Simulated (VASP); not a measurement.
# MgS (Fm-3m) in VASP: further runs

Runs on MgS. Level: PBEsol. Tasks: single point.

Program: VASP 6.6.1. These are calculated values, not measurements. Logs are shortened: lines on timing, memory, paths and dates and some standing lists are left out, and cuts for length are marked.

## (1) The cell of the first run

The structure is cubic, space group Fm-3m (No. 225). The conventional cell has a = 5.097 Å, b = 5.097 Å, c = 5.097 Å, α = 90.00°, β = 90.00°, γ = 90.00°. Mg (site symmetry m-3m) has 6 S at 2.55 Å within 3.4 Å. S (site symmetry m-3m) has 6 Mg at 2.55 Å within 3.4 Å.

## (2) Single point, PBEsol (volume scaled by 0.94)

File INCAR:

```
PREC = Accurate
ENCUT = 520
EDIFF = 1E-6
ISMEAR = -1
SIGMA = 0.03
LREAL = F
LASPH = T
NELM = 60
ALGO = Normal
ISIF = 2
LWAVE = F
LCHARG = F
GGA = PS
NBANDS = 11
```

File KPOINTS:

```
regular mesh
0
Gamma
  10 10 10
```

File POSCAR:

```
MgS
1.0
    0.0000000000      2.5485401997      2.5485401997
    2.5485401997      0.0000000000      2.5485401997
    2.5485401997      2.5485401997      0.0000000000
Mg S
1 1
Direct
    0.0000000000      0.0000000000      0.0000000000
    0.5000000000      0.5000000000      0.5000000000
```

Potentials or basis: VASP PAW PBE potentials, release 64 (Mg, S).

Started as:

```sh
$ cat potpaw_PBE.64/Mg/POTCAR potpaw_PBE.64/S/POTCAR > POTCAR
$ mpirun -np 1 vasp_std > vasp.out
```

OUTCAR:

```text
PREC = Accurate
   ENCUT = 520
   EDIFF = 1E-6
   ISMEAR = -1
   LREAL = F
   LASPH = T
   NELM = 60
   ISIF = 2
   GGA = PS

 ion  position               nearest neighbor table
   1  0.000  0.000  0.000-   2 2.55   2 2.55   2 2.55   2 2.55   2 2.55   2 2.55
   2  0.500  0.500  0.500-   1 2.55   1 2.55   1 2.55   1 2.55   1 2.55   1 2.55

  LATTYP: Found a face centered cubic cell.
 ALAT       =     5.0970803994

  Lattice vectors:

 A1 = (   0.0000000000,   2.5485401997,   2.5485401997)
 A2 = (   2.5485401997,   0.0000000000,   2.5485401997)
 A3 = (   2.5485401997,   2.5485401997,   0.0000000000)

Analysis of symmetry for initial positions (statically):
=====================================================================
 Subroutine PRICEL returns:
 Original cell was already a primitive cell.

 Routine SETGRP: Setting up the symmetry group for a
 face centered cubic supercell.

 Subroutine GETGRP returns: Found 48 space group operations
 (whereof 48 operations were pure point group operations)
 out of a pool of 48 trial point group operations.

The static configuration has the point symmetry O_h .

Analysis of symmetry for dynamics (positions and initial velocities):
=====================================================================
 Subroutine PRICEL returns:
 Original cell was already a primitive cell.

 Routine SETGRP: Setting up the symmetry group for a
 face centered cubic supercell.

 Subroutine GETGRP returns: Found 48 space group operations
 (whereof 48 operations were pure point group operations)
 out of a pool of 48 trial point group operations.

The dynamic configuration has the point symmetry O_h .

 Subroutine INISYM returns: Found 48 space group operations
 (whereof 48 operations are pure point group operations),
 and found     1 'primitive' translations

----------------------------------------------------------------------------------------

                                     Primitive cell

  volume of cell :      33.1058

  direct lattice vectors                    reciprocal lattice vectors
     0.000000000  2.548540200  2.548540200    -0.196190745  0.196190745  0.196190745
     2.548540200  0.000000000  2.548540200     0.196190745 -0.196190745  0.196190745
     2.548540200  2.548540200  0.000000000     0.196190745  0.196190745 -0.196190745

  length of vectors
     3.604180115  3.604180115  3.604180115     0.339812338  0.339812338  0.339812338

  position of ions in fractional coordinates (direct lattice)
     0.000000000  0.000000000  0.000000000
     0.500000000  0.500000000  0.500000000
[... 79 lines left out ...]
   EDIFFG = 0.1E-04   stopping-criterion for IOM
   NSW    =      0    number of steps for IOM
   IBRION =     -1    ionic relax: 0-MD 1-quasi-New 2-CG
   NFREE  =      0    steps in history (QN), initial steepest desc. (CG)
   ISIF   =      2    stress and relaxation
   ISYM   =      2    0-nonsym 1-usesym 2-fastsym
   POTIM  = 0.5000    time-step for ionic-motion
   TEBEG  =    0.0;   TEEND  =   0.0 temperature during run
   PSTRESS=    0.0 pullay stress
   NELECT =       8.0000    total number of electrons
   NUPDOWN=      -1.0000    fix difference up-down
   EMIN   =  10.00;   EMAX   =-10.00  energy-range for DOS
   EFERMI =   0.00;   METHOD = LEGACY
   ISMEAR =    -1;   SIGMA  =   0.03  broadening in eV -4-tet -1-fermi 0-gaus
   EFERMI_NEDOS =   21; number of points for ismear=-14 and -15
   IALGO  =     38    algorithm
   IMIX   =      4    mixing-type and parameters
     AMIX     =   0.40;   BMIX     =  1.00
     AMIX_MAG =   1.60;   BMIX_MAG =  1.00
  volume/ion in A,a.u.               =      16.55       111.70
  Fermi-wavevector in a.u.,A,eV,Ry     =   1.019694  1.926943 14.147019  1.039777
  Thomas-Fermi vector in A             =   2.153222
   LORBIT       =      0    0 simple, 1 ext, 2 COOP (PROOUT), +10 PAW based schemes
   GGA     = PS    functional components
   LHFCALC =     F    Hartree Fock is set to
   AEXX    =    0.0000 exact exchange contribution
   IVDW    =     0    specifies the selected vdW correction
   LEPSILON=     F    determine dielectric tensor
   LRPA    =     F    only Hartree local field effects (RPA)
 non-spin polarized calculation
  energy-cutoff  :      520.00
  volume of cell :       33.11
 maximum number of plane-waves:       914
   NGX = 13   NGY = 13   NGZ = 13

 number of electron       7.9999999 magnetization

 Free energy of the ion-electron system (eV)
  ---------------------------------------------------
  ext. energy  EPLUGINS =         0.00000000
  ---------------------------------------------------
  free energy    TOTEN  =        -9.05531474 eV

  energy without entropy =       -9.05531474  energy(sigma->0) =       -9.05531474

 E-fermi :   4.8786     XC(G=0): -10.0952

 val. band max:        4.2474077307   @ k =   0.0000   0.0000   0.0000
 cond. band min:       7.0777671897   @ k =   0.5000   0.5000   0.0000
 fundamental gap:      2.8303594590
 Fermi energy:         4.8785957634

 k-point     1 :       0.0000    0.0000    0.0000
  band No.  band energies     occupation
      1      -8.8069      2.00000
      2       4.2474      2.00000
      3       4.2474      2.00000
      4       4.2474      2.00000
      5       8.3433      0.00000
      6      12.0547      0.00000
      7      12.0547      0.00000
      8      12.0547      0.00000
      9      14.6223      0.00000
     10      14.6223      0.00000
     11      16.6847      0.00000
[... 309 lines left out ...]
 k-point    24 :       0.4000    0.3000    0.0000
  band No.  band energies     occupation
      1      -7.3522      2.00000
      2       0.3522      2.00000
      3       2.4318      2.00000
      4       2.7389      2.00000
      5       8.2556      0.00000
      6       9.2186      0.00000
      7      14.0715      0.00000
      8      14.9391      0.00000
      9      16.7362      0.00000
     10      17.7427      0.00000
     11      21.3309      0.00000

 [... further k-points ...]
[... 5 lines left out ...]
  --------------------------------------------------------------------------------------
  -------------------------------------------------------------------------------------
  Total        0.8458333      0.8458333      0.8458333      0.0000000      0.0000000     -0.0000000
  in kB       40.9346321     40.9346321     40.9346321      0.0000000      0.0000000     -0.0000000
  external PRESSURE =      40.9346321 kB  Pullay stress =       0.0000000 kB

 VOLUME and BASIS-vectors are now :
 -----------------------------------------------------------------------------
  energy-cutoff  :      520.00
  volume of cell :       33.11
      direct lattice vectors                 reciprocal lattice vectors
     0.000000000  2.548540200  2.548540200    -0.196190745  0.196190745  0.196190745
     2.548540200  0.000000000  2.548540200     0.196190745 -0.196190745  0.196190745
     2.548540200  2.548540200  0.000000000     0.196190745  0.196190745 -0.196190745

 POSITION                                       TOTAL-FORCE (eV/Angst)
 -----------------------------------------------------------------------------------
      0.00000      0.00000      0.00000        -0.000000      0.000000      0.000000
      2.54854      2.54854      2.54854         0.000000     -0.000000     -0.000000
 -----------------------------------------------------------------------------------
    total drift:                                0.000000      0.000000      0.000000

  FREE ENERGIE OF THE ION-ELECTRON SYSTEM (eV)
  ---------------------------------------------------
  free  energy   TOTEN  =        -9.0553147387 eV

  energy  without entropy=       -9.0553147387  energy(sigma->0) =       -9.05531474
```

stdout:

```text
POSCAR found type information on POSCAR MgS
 POSCAR found :  2 types and       2 ions
 scaLAPACK will be used
 -----------------------------------------------------------------------------
|                                                                             |
|                                                                             |
|     You enforced a specific xc type in the INCAR file but a different       |
|     I HOPE YOU KNOW WHAT YOU ARE DOING!                                     |
|                                                                             |
 -----------------------------------------------------------------------------

 LDA part: xc-table for (Slater+PW92), standard interpolation
 POSCAR, INCAR and KPOINTS ok, starting setup
 FFT: planning ... GRIDC
 FFT: planning ... GRID_SOFT
 FFT: planning ... GRID
 WAVECAR not read
 entering main loop
```

Wall time 19 s (1 thread of Intel Xeon 8259CL, shared host); peak memory 0.16 GiB.

What came out:

| Item | Value |
| --- | --- |
| Free energy | -9.0553 eV |
| Pressure | 4.1 GPa |
| Band gap on the k mesh | 2.83 eV, indirect (least direct gap 4.10 eV) |

Caveat: the PAW data sets were made with another functional, which shifts forces and pressure a little. A k mesh can miss the band edges.

## (3) Single point, PBEsol (volume scaled by 0.96)

File INCAR:

```
PREC = Accurate
ENCUT = 520
EDIFF = 1E-6
ISMEAR = -1
SIGMA = 0.03
LREAL = False
LASPH = True
NELM = 60
ALGO = Normal
ISIF = 2
LWAVE = False
LCHARG = True
GGA = PS
LELF = True
LVHAR = True
NBANDS = 11
```

File KPOINTS:

```
Automatic mesh
0
Gamma
  10 10 10
```

File POSCAR:

```
MgS
1.0
    0.0000000000      2.5664882573      2.5664882573
    2.5664882573      0.0000000000      2.5664882573
    2.5664882573      2.5664882573      0.0000000000
Mg S
1 1
Direct
    0.0000000000      0.0000000000      0.0000000000
    0.5000000000      0.5000000000      0.5000000000
```

Potentials or basis: VASP PAW PBE potentials, release 64 (Mg, S).

Started as:

```sh
$ cat potpaw_PBE.64/Mg/POTCAR potpaw_PBE.64/S/POTCAR > POTCAR
$ mpirun -np 1 vasp_std > vasp.out
```

Wall time 21 s (1 thread of Intel Xeon 8259CL, shared host); peak memory 0.16 GiB.

It converged, with:

```yaml
Free_energy: -9.0692 eV
Pressure: 2.1 GPa
Band_gap_on_the_k_mesh: 2.79 eV, indirect (least direct gap 3.92 eV)
```

Levels at points of the mesh, in eV from the valence-band top:
```
           k point  band 1  band 2  band 3  band 4  band 5  band 6  band 7  band 8
(0.00, 0.00, 0.00)  -12.92    0.00    0.00    0.00    3.92    7.83    7.83    7.83
(0.50, 0.00, 0.00)  -11.49   -5.12   -0.65   -0.65    4.46    6.87    6.87   10.51
(0.50, 0.50, 0.00)  -11.08   -4.48   -1.80   -1.80    2.79    4.11   12.28   12.94
```

Caveat: the PAW data sets were made with another functional, which shifts forces and pressure a little. A k mesh can miss the band edges.

## (4) Single point, PBEsol (volume scaled by 0.98)

File INCAR:

```
PREC = Accurate
ENCUT = 520
EDIFF = 1E-6
ISMEAR = -1
SIGMA = 0.03
LREAL = F
LASPH = T
NELM = 80
ALGO = Normal
ISIF = 2
LWAVE = F
LCHARG = T
GGA = PS
LELF = T
LVHAR = T
NBANDS = 11
```

File KPOINTS:

```
regular mesh
0
Gamma
  10 10 10
```

File POSCAR:

```
MgS
1.0
    0.0000000000      2.5841887356      2.5841887356
    2.5841887356      0.0000000000      2.5841887356
    2.5841887356      2.5841887356      0.0000000000
Mg S
1 1
Direct
    0.0000000000      0.0000000000      0.0000000000
    0.5000000000      0.5000000000      0.5000000000
```

Started as:

```sh
$ cat potpaw_PBE.64/Mg/POTCAR potpaw_PBE.64/S/POTCAR > POTCAR
$ mpirun -np 1 vasp_std > vasp.out
```

Wall time 19 s (1 thread of Intel Xeon 8259CL, shared host); peak memory 0.16 GiB.

It converged, with:

* Free energy: -9.0750 eV
* Pressure: 0.4 GPa
* Band gap on the k mesh: 2.75 eV, indirect (least direct gap 3.75 eV)

Levels at points of the mesh, in eV from the valence-band top:
```
           k point  band 1  band 2  band 3  band 4  band 5  band 6  band 7  band 8  band 9
(0.00, 0.00, 0.00)  -12.80    0.00    0.00    0.00    3.75    7.84    7.84    7.84   10.33
(0.50, 0.00, 0.00)  -11.42   -5.00   -0.62   -0.62    4.43    6.85    6.85   10.29   12.09
(0.50, 0.50, 0.00)  -11.03   -4.37   -1.75   -1.75    2.75    4.18   12.07   12.88   13.47
```

Caveat: the PAW data sets were made with another functional, which shifts forces and pressure a little.

## (5) Single point, PBEsol (volume scaled by 1.01)

File INCAR:

```
PREC     = Accurate       # precision mode
ENCUT    = 520            # plane-wave cutoff, eV
EDIFF    = 1E-6           # SCF threshold, eV
ISMEAR   = -1             # smearing method
SIGMA    = 0.03           # smearing width, eV
LREAL    = F              # projectors in reciprocal space
LASPH    = T              # aspherical terms in the spheres
NELM     = 80             # most SCF steps
ALGO     = Normal         # electronic algorithm
ISIF     = 2              # what is computed and relaxed
LWAVE    = F              # write WAVECAR
LCHARG   = F              # write CHGCAR
GGA      = PS             # functional
NBANDS   = 11             # bands
```

File KPOINTS:

```
Automatic mesh
0
Gamma
  10 10 10
```

File POSCAR:

```
MgS
1.0
    0.0000000000      2.6102934190      2.6102934190
    2.6102934190      0.0000000000      2.6102934190
    2.6102934190      2.6102934190      0.0000000000
Mg S
1 1
Direct
    0.0000000000      0.0000000000      0.0000000000
    0.5000000000      0.5000000000      0.5000000000
```

Started as:

```sh
$ cat potpaw_PBE.64/Mg/POTCAR potpaw_PBE.64/S/POTCAR > POTCAR
$ mpirun -np 1 vasp_std > vasp.out
```

Wall time 21 s (1 thread of Intel Xeon 8259CL, shared host); peak memory 0.16 GiB.

The run converged. Its results:

* Free energy: -9.0704 eV
* Pressure: -1.9 GPa
* Band gap on the k mesh: 2.68 eV, indirect (least direct gap 3.52 eV)

Levels at points of the mesh, in eV from the valence-band top:
| k point | band 1 | band 2 | band 3 | band 4 | band 5 | band 6 | band 7 | band 8 | band 9 |
| --- | --- | --- | --- | --- | --- | --- | --- | --- | --- |
| (0.00, 0.00, 0.00) | -12.63 | 0.00 | 0.00 | 0.00 | 3.52 | 7.86 | 7.86 | 7.86 | 10.30 |
| (0.50, 0.00, 0.00) | -11.33 | -4.84 | -0.59 | -0.59 | 4.39 | 6.81 | 6.81 | 9.96 | 11.92 |
| (0.50, 0.50, 0.00) | -10.96 | -4.21 | -1.69 | -1.69 | 2.68 | 4.27 | 11.77 | 12.79 | 13.16 |

Caveat: the PAW data sets were made with another functional, which shifts forces and pressure a little.

## (6) Single point, PBEsol (volume scaled by 0.99)

File INCAR:

```
ALGO = Normal
EDIFF = 1E-6
ENCUT = 520
GGA = PS
ISIF = 2
ISMEAR = -1
LASPH = True
LCHARG = False
LREAL = False
LWAVE = False
NBANDS = 11
NELM = 60
PREC = Accurate
SIGMA = 0.03
```

File KPOINTS:

```
k-points
0
Gamma
  10 10 10
```

File POSCAR:

```
MgS
1.0
    0.0000000000      2.5929487644      2.5929487644
    2.5929487644      0.0000000000      2.5929487644
    2.5929487644      2.5929487644      0.0000000000
Mg S
1 1
Direct
    0.0000000000      0.0000000000      0.0000000000
    0.5000000000      0.5000000000      0.5000000000
```

Potentials or basis: VASP PAW PBE potentials, release 64 (Mg, S).

Started as:

```sh
$ cat potpaw_PBE.64/Mg/POTCAR potpaw_PBE.64/S/POTCAR > POTCAR
$ mpirun -np 1 vasp_std > vasp.out
```

It took 25 s on 1 thread of Intel Xeon 8259CL, shared host; peak memory 0.16 GiB.

The run converged. Its results:

```yaml
Free_energy: -9.0752 eV
Pressure: -0.4 GPa
Band_gap_on_the_k_mesh: 2.73 eV, indirect (least direct gap 3.67 eV)
```

Levels at points of the mesh, in eV from the valence-band top:
| k point | band 2 | band 3 | band 4 | band 5 | band 6 | band 7 |
| --- | --- | --- | --- | --- | --- | --- |
| (0.00, 0.00, 0.00) | 0.00 | 0.00 | 0.00 | 3.67 | 7.85 | 7.85 |
| (0.50, 0.00, 0.00) | -4.95 | -0.61 | -0.61 | 4.42 | 6.84 | 6.84 |
| (0.50, 0.50, 0.00) | -4.31 | -1.73 | -1.73 | 2.73 | 4.21 | 11.97 |

Caveat: the PAW data sets were made with another functional, which shifts forces and pressure a little.

## (7) Summary

| cell | gap on the mesh (eV) | pressure (GPa) |
| --- | --- | --- |
| a = 3.604 Å, angles 60.0°, 2 atoms | 2.83 | 4.1 |
| a = 3.630 Å, angles 60.0°, 2 atoms | 2.79 | 2.1 |
| a = 3.655 Å, angles 60.0°, 2 atoms | 2.75 | 0.4 |
| a = 3.692 Å, angles 60.0°, 2 atoms | 2.68 | -1.9 |
| a = 3.667 Å, angles 60.0°, 2 atoms | 2.73 | -0.4 |

Alike in all rows: task single point; level PBEsol; potentials or basis VASP PAW PBE potentials, release 64 (Mg, S); no spin polarisation; k mesh 10 × 10 × 10; cutoff (eV) 520; smearing fermi-dirac 0.03 eV.

Caveats: the PAW data sets were made with another functional, which shifts forces and pressure a little.

Absolute energies hang on the potentials; compare differences alone.
